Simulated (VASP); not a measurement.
# Sn (Fd-3m) in VASP: settings compared

The runs below take Sn through single point, relaxation of cell and atoms, with revPBE, BLYP.

Program: VASP 6.6.1. These are calculated values, not measurements. Logs are shortened: lines on timing, memory, paths and dates and some standing lists are left out, and cuts for length are marked.

### 1 The cell of the first run

It takes space group Fd-3m (No. 227, cubic). The conventional cell has a = 6.713 Å, b = 6.713 Å, c = 6.713 Å, α = 90.00°, β = 90.00°, γ = 90.00°. Within 3.8 Å of Sn (site symmetry -43m) lie 4 Sn at 2.91 Å.

### 2 Single point, revPBE

Input file INCAR:

```
SYSTEM = Sn
PREC = Accurate
ENCUT = 520
EDIFF = 1E-6
ISMEAR = -1
SIGMA = 0.05
LREAL = .False.
LASPH = .True.
NELM = 60
ALGO = Fast
ISIF = 2
LWAVE = .False.
LCHARG = .False.
GGA = RE
NBANDS = 21
```

Input file KPOINTS:

```
regular mesh
0
Gamma
  7 7 7
  0 0 0
```

Input file POSCAR:

```
Sn
1.0
    0.0000000000      3.3562692284      3.3562692284
    3.3562692284      0.0000000000      3.3562692284
    3.3562692284      3.3562692284      0.0000000000
Sn
2
Direct
    0.7500000000      0.7500000000      0.7500000000
    0.5000000000      0.5000000000      0.5000000000
```

Potentials or basis: VASP PAW PBE potentials, release 64 (Sn_d).

Run with:

```console
$ cat potpaw_PBE.64/Sn_d/POTCAR > POTCAR
$ mpirun -np 1 vasp_std > vasp.out
```

OUTCAR:

```text
SYSTEM = Sn
   PREC = Accurate
   ENCUT = 520
   EDIFF = 1E-6
   ISMEAR = -1
   LREAL = .False.
   LASPH = .True.
   NELM = 60
   ISIF = 2
   GGA = RE

 ion  position               nearest neighbor table
   1  0.750  0.750  0.750-   2 2.91   2 2.91   2 2.91   2 2.91
   2  0.500  0.500  0.500-   1 2.91   1 2.91   1 2.91   1 2.91

  LATTYP: Found a face centered cubic cell.
 ALAT       =     6.7125384568

  Lattice vectors:

 A1 = (   0.0000000000,   3.3562692284,   3.3562692284)
 A2 = (   3.3562692284,   0.0000000000,   3.3562692284)
 A3 = (   3.3562692284,   3.3562692284,   0.0000000000)

Analysis of symmetry for initial positions (statically):
=====================================================================
 Subroutine PRICEL returns:
 Original cell was already a primitive cell.

 Routine SETGRP: Setting up the symmetry group for a
 face centered cubic supercell.

 Subroutine GETGRP returns: Found 48 space group operations
 (whereof 24 operations were pure point group operations)
 out of a pool of 48 trial point group operations.

The static configuration has the point symmetry T_d .
 The point group associated with its full space group is O_h .

Analysis of symmetry for dynamics (positions and initial velocities):
=====================================================================
 Subroutine PRICEL returns:
 Original cell was already a primitive cell.

 Routine SETGRP: Setting up the symmetry group for a
 face centered cubic supercell.

 Subroutine GETGRP returns: Found 48 space group operations
 (whereof 24 operations were pure point group operations)
 out of a pool of 48 trial point group operations.

The dynamic configuration has the point symmetry T_d .
 The point group associated with its full space group is O_h .

 Subroutine INISYM returns: Found 48 space group operations
 (whereof 24 operations are pure point group operations),
 and found     1 'primitive' translations

----------------------------------------------------------------------------------------

                                     Primitive cell

  volume of cell :      75.6137

  direct lattice vectors                    reciprocal lattice vectors
     0.000000000  3.356269228  3.356269228    -0.148974938  0.148974938  0.148974938
     3.356269228  0.000000000  3.356269228     0.148974938 -0.148974938  0.148974938
     3.356269228  3.356269228  0.000000000     0.148974938  0.148974938 -0.148974938

  length of vectors
     4.746481462  4.746481462  4.746481462     0.258032162  0.258032162  0.258032162

  position of ions in fractional coordinates (direct lattice)
     0.750000000  0.750000000  0.750000000
     0.500000000  0.500000000  0.500000000

  ion indices of the primitive-cell ions
   primitive index   ion index
                 1           1
                 2           2

----------------------------------------------------------------------------------------

 KPOINTS: regular mesh

Automatic generation of k-mesh.
 Grid dimensions read from file:
 generate k-points for:    7    7    7

 Generating k-lattice:

  Cartesian coordinates                     Fractional coordinates (reciprocal lattice)
    -0.021282134  0.021282134  0.021282134     0.142857143  0.000000000  0.000000000
     0.021282134 -0.021282134  0.021282134     0.000000000  0.142857143  0.000000000
     0.021282134  0.021282134 -0.021282134     0.000000000  0.000000000  0.142857143

  Length of vectors
     0.036861737  0.036861737  0.036861737

  Shift w.r.t. Gamma in fractional coordinates (k-lattice)
     0.000000000  0.000000000  0.000000000

 Subroutine IBZKPT returns following result:
 ===========================================

 Found     20 irreducible k-points:

 Following reciprocal coordinates:
            Coordinates               Weight
  0.000000  0.000000  0.000000      1.000000
  0.142857  0.000000  0.000000      8.000000
  0.285714  0.000000  0.000000      8.000000
  0.428571  0.000000  0.000000      8.000000
  0.142857  0.142857  0.000000      6.000000
  0.285714  0.142857  0.000000     24.000000
[... 12 lines left out ...]
 -0.428571  0.428571  0.142857     24.000000
 -0.285714  0.428571  0.142857     24.000000
   k-points           NKPTS =     20   k-points in BZ     NKDIM =     20   number of bands    NBANDS=     21
   number of dos      NEDOS =    301   number of ions     NIONS =      2
   total plane-waves  NPLWV =  46656
   dimension x,y,z NGX =    36 NGY =   36 NGZ =   36
   dimension x,y,z NGXF=    72 NGYF=   72 NGZF=   72
   ions per type =               2
   NGX,Y,Z   is equivalent  to a cutoff of  12.61, 12.61, 12.61 a.u.
   NGXF,Y,Z  is equivalent  to a cutoff of  25.22, 25.22, 25.22 a.u.
 SYSTEM =  Sn
   PREC   = accura    normal or accurate (medium, high low for compatibility)
   ISTART =      0    job   : 0-new  1-cont  2-samecut
   ICHARG =      2    charge: 1-file 2-atom 10-const
   ISPIN  =      1    spin polarized calculation?
   LNONCOLLINEAR =      F non collinear calculations
   LSORBIT =      F    spin-orbit coupling
   LASPH  =      T    aspherical Exc in radial PAW
   ENCUT  =  520.0 eV  38.22 Ry    6.18 a.u.   8.83  8.83  8.83*2*pi/ulx,y,z
   NELM   =     60;   NELMIN=  2; NELMDL= -5     # of ELM steps
   EDIFF  = 0.1E-05   stopping-criterion for ELM
   LREAL  =      F    real-space projection
   EDIFFG = 0.1E-04   stopping-criterion for IOM
   NSW    =      0    number of steps for IOM
   IBRION =     -1    ionic relax: 0-MD 1-quasi-New 2-CG
   NFREE  =      0    steps in history (QN), initial steepest desc. (CG)
   ISIF   =      2    stress and relaxation
   ISYM   =      2    0-nonsym 1-usesym 2-fastsym
   POTIM  = 0.5000    time-step for ionic-motion
   TEBEG  =    0.0;   TEEND  =   0.0 temperature during run
   PSTRESS=    0.0 pullay stress
   NELECT =      28.0000    total number of electrons
   NUPDOWN=      -1.0000    fix difference up-down
   EMIN   =  10.00;   EMAX   =-10.00  energy-range for DOS
   EFERMI =   0.00;   METHOD = LEGACY
   ISMEAR =    -1;   SIGMA  =   0.05  broadening in eV -4-tet -1-fermi 0-gaus
   EFERMI_NEDOS =   21; number of points for ismear=-14 and -15
   IALGO  =     68    algorithm
   IMIX   =      4    mixing-type and parameters
     AMIX     =   0.40;   BMIX     =  1.00
     AMIX_MAG =   1.60;   BMIX_MAG =  1.00
  volume/ion in A,a.u.               =      37.81       255.13
  Fermi-wavevector in a.u.,A,eV,Ry     =   1.175603  2.221568 18.803831  1.382043
  Thomas-Fermi vector in A             =   2.311981
   LORBIT       =      0    0 simple, 1 ext, 2 COOP (PROOUT), +10 PAW based schemes
   GGA     = RE    functional components
   LHFCALC =     F    Hartree Fock is set to
   AEXX    =    0.0000 exact exchange contribution
   IVDW    =     0    specifies the selected vdW correction
   LEPSILON=     F    determine dielectric tensor
   LRPA    =     F    only Hartree local field effects (RPA)
 non-spin polarized calculation
 RMM-DIIS sequential band-by-band and
  energy-cutoff  :      520.00
  volume of cell :       75.61
 maximum number of plane-waves:      2085
   NGX = 17   NGY = 17   NGZ = 17

 number of electron      28.0000017 magnetization

 Free energy of the ion-electron system (eV)
  ---------------------------------------------------
  ext. energy  EPLUGINS =         0.00000000
  ---------------------------------------------------
  free energy    TOTEN  =        -7.11967149 eV

  energy without entropy =       -7.11593569  energy(sigma->0) =       -7.11780359

 E-fermi :   4.6094     XC(G=0):  -8.3026

 val. band max:        4.5028778662   @ k =   0.1429   0.0000   0.0000
 cond. band min:       4.6147575542   @ k =   0.4286   0.0000   0.0000
 fundamental gap:      0.1118796880
 Fermi energy:         4.6093883679

 k-point     1 :       0.0000    0.0000    0.0000
  band No.  band energies     occupation
      1     -16.8270      2.00000
      2     -16.8270      2.00000
      3     -16.8270      2.00000
      4     -16.7812      2.00000
      5     -16.7812      2.00000
      6     -16.5469      2.00000
[... 13 lines left out ...]
     20      12.4202      0.00000
     21      12.4205      0.00000

 k-point     2 :       0.1429    0.0000    0.0000
  band No.  band energies     occupation
      1     -16.8367      2.00000
      2     -16.8367      2.00000
      3     -16.8231      2.00000
      4     -16.7674      2.00000
      5     -16.7674      2.00000
      6     -16.5695      2.00000
[... 13 lines left out ...]
     20      11.6443      0.00000
     21      11.6443      0.00000

 k-point     3 :       0.2857    0.0000    0.0000
  band No.  band energies     occupation
      1     -16.8485      2.00000
      2     -16.8485      2.00000
      3     -16.8140      2.00000
      4     -16.7474      2.00000
      5     -16.7474      2.00000
      6     -16.5878      2.00000
[... 13 lines left out ...]
     20      11.6333      0.00000
     21      11.6333      0.00000

 k-point     4 :       0.4286    0.0000    0.0000
  band No.  band energies     occupation
      1     -16.8540      2.00000
      2     -16.8540      2.00000
      3     -16.8064      2.00000
      4     -16.7368      2.00000
      5     -16.7368      2.00000
      6     -16.5964      2.00000
[... 13 lines left out ...]
     20      12.7518      0.00000
     21      12.7518      0.00000

 k-point     5 :       0.1429    0.1429    0.0000
  band No.  band energies     occupation
      1     -16.8354      2.00000
      2     -16.8354      2.00000
      3     -16.8323      2.00000
      4     -16.7693      2.00000
      5     -16.7522      2.00000
      6     -16.5956      2.00000
[... 13 lines left out ...]
     20      10.9201      0.00000
     21      12.6396      0.00000
[... 286 lines left out ...]
     20      12.7819      0.00000
     21      13.3299      0.00000

 k-point    18 :      -0.4286    0.2857    0.1429
  band No.  band energies     occupation
      1     -16.8769      2.00000
      2     -16.8661      2.00000
      3     -16.7683      2.00000
      4     -16.7146      2.00000
      5     -16.6915      2.00000
      6     -16.6547      2.00000
[... 13 lines left out ...]
     20      12.7649      0.00000
     21      13.6936      0.00000

 k-point    19 :      -0.4286    0.4286    0.1429
  band No.  band energies     occupation
      1     -16.8740      2.00000
      2     -16.8721      2.00000
      3     -16.7620      2.00000
      4     -16.7091      2.00000
      5     -16.6901      2.00000
      6     -16.6474      2.00000
[... 13 lines left out ...]
     20      13.1554      0.00000
     21      14.4826      0.00000

 k-point    20 :      -0.2857    0.4286    0.1429
  band No.  band energies     occupation
      1     -16.8822      2.00000
      2     -16.8728      2.00000
      3     -16.7441      2.00000
      4     -16.6934      2.00000
      5     -16.6819      2.00000
      6     -16.6581      2.00000
[... 13 lines left out ...]
     20      13.0756      0.00000
     21      14.6053      0.00000

------------------------ aborting loop because EDIFF is reached ----------------------------------------

  FORCE on cell =-STRESS in cart. coord.  units (eV):
  Direction    XX          YY          ZZ          XY          YZ          ZX
  --------------------------------------------------------------------------------------
  -------------------------------------------------------------------------------------
  Total       -0.0171720     -0.0171720     -0.0171720      0.0000000      0.0000000     -0.0000000
  in kB       -0.3638577     -0.3638577     -0.3638577      0.0000000      0.0000000     -0.0000000
  external PRESSURE =      -0.3638577 kB  Pullay stress =       0.0000000 kB

 VOLUME and BASIS-vectors are now :
 -----------------------------------------------------------------------------
  energy-cutoff  :      520.00
  volume of cell :       75.61
      direct lattice vectors                 reciprocal lattice vectors
     0.000000000  3.356269228  3.356269228    -0.148974938  0.148974938  0.148974938
     3.356269228  0.000000000  3.356269228     0.148974938 -0.148974938  0.148974938
     3.356269228  3.356269228  0.000000000     0.148974938  0.148974938 -0.148974938

 POSITION                                       TOTAL-FORCE (eV/Angst)
 -----------------------------------------------------------------------------------
      5.03440      5.03440      5.03440         0.000000      0.000000      0.000000
      3.35627      3.35627      3.35627        -0.000000     -0.000000     -0.000000
 -----------------------------------------------------------------------------------
    total drift:                                0.000000      0.000000      0.000000

  FREE ENERGIE OF THE ION-ELECTRON SYSTEM (eV)
  ---------------------------------------------------
  free  energy   TOTEN  =        -7.1196714876 eV

  energy  without entropy=       -7.1159356946  energy(sigma->0) =       -7.11780359
```

It took 42 s on 1 thread of Intel Xeon Platinum 8375C at 2.90GHz (Ice Lake), shared host; peak memory 0.2 GiB.

What came out:

```
Free energy            : -7.1197 eV
Pressure               : 0.0 GPa
Band gap on the k mesh : zero (band 14 reaches 4.80 eV, above the bottom of band 15 at 4.61 eV)
```

Caveat: the PAW data sets were made with another functional, which shifts forces and pressure a little; spin-orbit coupling is left out, which moves the levels of the heavy elements.

### 3 Single point, BLYP

This run uses another cell than the first one, of 39.62 Å³/atom, 1.048 times its volume.

Input file INCAR:

```
SYSTEM = Sn
PREC     = Accurate       ! precision mode
ENCUT    = 520            ! plane-wave cutoff, eV
EDIFF    = 1E-6           ! SCF threshold, eV
ISMEAR   = -1             ! smearing method
SIGMA    = 0.05           ! smearing width, eV
LREAL    = .False.        ! projectors in reciprocal space
LASPH    = .True.         ! aspherical terms in the spheres
NELM     = 100            ! most SCF steps
ALGO     = Normal         ! electronic algorithm
ISIF     = 2              ! what is computed and relaxed
LWAVE    = .False.        ! write WAVECAR
LCHARG   = .False.        ! write CHGCAR
GGA      = B5             ! functional
ALDAX    = 1.0          
AGGAX    = 1.0          
AGGAC    = 1.0          
ALDAC    = 0.0          
NBANDS   = 21             ! bands
```

KPOINTS is that of step 2.

Input file POSCAR:

```
Sn
1.0
    0.0000000000      3.4091650972      3.4091650972
    3.4091650972      0.0000000000      3.4091650972
    3.4091650972      3.4091650972      0.0000000000
Sn
2
Direct
    0.7500000000      0.7500000000      0.7500000000
    0.5000000000      0.5000000000      0.5000000000
```

Potentials or basis: VASP PAW PBE potentials, release 64 (Sn_d).

Run with:

```console
$ cat potpaw_PBE.64/Sn_d/POTCAR > POTCAR
$ mpirun -np 1 vasp_std > vasp.out
```

Wall time 48 s (1 thread of Intel Xeon Platinum 8375C at 2.90GHz (Ice Lake), shared host); peak memory 0.2 GiB.

It converged, with:

```yaml
Free_energy: -6.4498 eV
Pressure: 0.0 GPa
Band_gap_on_the_k_mesh: zero (band 14 reaches 4.70 eV, above the bottom of band 15 at 4.37 eV)
```

Levels at points of the mesh, in eV from the Fermi level:
```tsv
k point	band 10	band 11	band 12	band 13	band 14	band 15	band 16	band 17	band 18	band 19
(0.00, 0.00, 0.00)	-21.01	-9.58	-1.64	0.24	0.24	0.24	2.27	2.27	2.27	5.29
```

Caveat: the PAW data sets were made with another functional, which shifts forces and pressure a little; spin-orbit coupling is left out, which moves the levels of the heavy elements.

### 4 Relaxation of cell and atoms, revPBE

This run uses another cell than the first one, of 33.80 Å³/atom, 0.894 times its volume.

Input file INCAR:

```
PREC = Accurate ; ENCUT = 600
EDIFF = 1E-6 ; ISMEAR = -1
SIGMA = 0.05 ; LREAL = False
LASPH = True ; NELM = 80
ALGO = Normal ; ISIF = 3
LWAVE = False ; LCHARG = False
GGA = RE ; IBRION = 2
NSW = 60 ; EDIFFG = -0.01
```

Input file KPOINTS:

```
regular mesh
0
Gamma
  7 7 7
```

Input file POSCAR:

```
Sn
1.0
    0.0000000000      3.2333428000      3.2333428000
    3.2333428000      0.0000000000      3.2333428000
    3.2333428000      3.2333428000      0.0000000000
Sn
2
Direct
    0.7500000000      0.7500000000      0.7500000000
    0.5000000000      0.5000000000      0.5000000000
```

Run with:

```console
$ cat potpaw_PBE.64/Sn_d/POTCAR > POTCAR
$ mpirun -np 1 vasp_std > vasp.out
```

It took 1.7 min on 1 thread of Intel Xeon Platinum 8375C at 2.90GHz (Ice Lake), shared host; peak memory 0.25 GiB.

Results (log left out):

```yaml
Free_energy: -7.1183 eV
Relaxed_volume: 37.75 Å³/atom
Relaxed_cell: a = 4.744 Å, b = 4.744 Å, c = 4.744 Å, α = 60.00°, β = 60.00°, γ = 60.00°
Space_group_after_relaxing_to_0.05_Å: Fd-3m (No. 227)
Energy_gained_by_relaxing: 53.3 meV/atom
Ionic_steps: 3
Pressure_after_relaxing: 0.0 GPa
Band_gap_on_the_k_mesh: zero (band 14 reaches 4.82 eV, above the bottom of band 15 at 4.63 eV)
```

Step by step:
| step | energy change (eV) | largest force (eV/Å) | pressure (GPa) | volume (Å³) |
| --- | --- | --- | --- | --- |
| 1 | 0.0000 | 0.0000 | 4.81 | 67.61 |
| 2 | -0.0988 | 0.0000 | -0.96 | 78.04 |
| 3 | -0.1066 | 0.0000 | 0.01 | 75.51 |

Final structure:
```
CELL_PARAMETERS angstrom
0.00000 3.35467 3.35467
3.35467 0.00000 3.35467
3.35467 3.35467 0.00000
ATOMIC_POSITIONS crystal
Sn 0.75000 0.75000 0.75000
Sn 0.50000 0.50000 0.50000
```

Levels at points of the mesh, in eV from the Fermi level:
```
           k point  band 12  band 13  band 14  band 15  band 16  band 17
(0.00, 0.00, 0.00)    -1.14     0.19     0.19     0.19     2.26     2.26
```

Caveat: the PAW data sets were made with another functional, which shifts forces and pressure a little; spin-orbit coupling is left out, which moves the levels of the heavy elements; the volume moved by +12 % from the deposited cell, more than functionals usually miss. Zero-point motion and thermal expansion aren't in these numbers.

[end of part 1 of 2]
